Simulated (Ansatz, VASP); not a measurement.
# One calculation of V, two programs

File POSCAR:

```
V
1.0
   -1.4917693513      1.4917693513      1.4917693513
    1.4917693513     -1.4917693513      1.4917693513
    1.4917693513      1.4917693513     -1.4917693513
V
1
Direct
    0.0000000000      0.0000000000      0.0000000000
```

The input INCAR.step1:

```
ALGO = Normal ; EDIFF = 1E-4
ENCUT = 520 ; GGA = PE
ISMEAR = 1 ; LASPH = T
LCHARG = F ; LREAL = F
LWAVE = T ; NBANDS = 12
NELM = 80 ; PREC = Accurate
SIGMA = 0.03
```

File INCAR.step2:

```
ALGO = Normal ; EDIFF = 1E-7
ENCUT = 520 ; ISIF = 2
ISMEAR = 1 ; ISTART = 1
LASPH = T ; LCHARG = F
LMIXTAU = T ; LREAL = F
LWAVE = F ; METAGGA = R2SCAN
NBANDS = 12 ; NELM = 80
PREC = Accurate ; SIGMA = 0.03
```

File KPOINTS:

```
k-points
0
Gamma
  15 15 15
```

Input for Ansatz:

```yaml
crystal:
  lattice:
    - [-1.4917693513, 1.4917693513, 1.4917693513]
    - [1.4917693513, -1.4917693513, 1.4917693513]
    - [1.4917693513, 1.4917693513, -1.4917693513]
  atoms:
    - { symbol: V, position: [0.0, 0.0, 0.0] }
hamiltonian:
  xc: r2scan
  pseudopotentials:
    kind: paw
    azcp:
      V: "pseudopotentials/V.paw.azcp"
basis:
  ecutwfc: 500
  fft_grid_basis: typed
kpoints:
  mp_grid: { grid: [15, 15, 15], shift: [0, 0, 0] }
magnetization:
  spin_polarized: false
scf:
  occupations: { method: cold, width: 0.03 }
  lower_state_search: "off"
output:
  stress: true
```

Alike in both runs: task single point; functional r2SCAN; k mesh 15 × 15 × 15; no spin polarisation.

|  | VASP | Ansatz |
| --- | --- | --- |
| version | VASP 6.6.1 | Ansatz 0.2.0 |
| potentials or method | VASP PAW PBE potentials, release 64 (V_sv), cutoff 520 eV | plane waves (500 eV) with PAW, scalar-relativistic |
| occupations | methfessel-paxton of order 1, width 0.03 eV | cold, width 0.03 eV |
| valence electrons in the cell | 13 | 13 |

|  | VASP | Ansatz | Ansatz less VASP |
| --- | --- | --- | --- |
| pressure (GPa) | -0.1 | -0.8 | -0.73 |

VASP's potentials were made for PBE, not for r2SCAN.
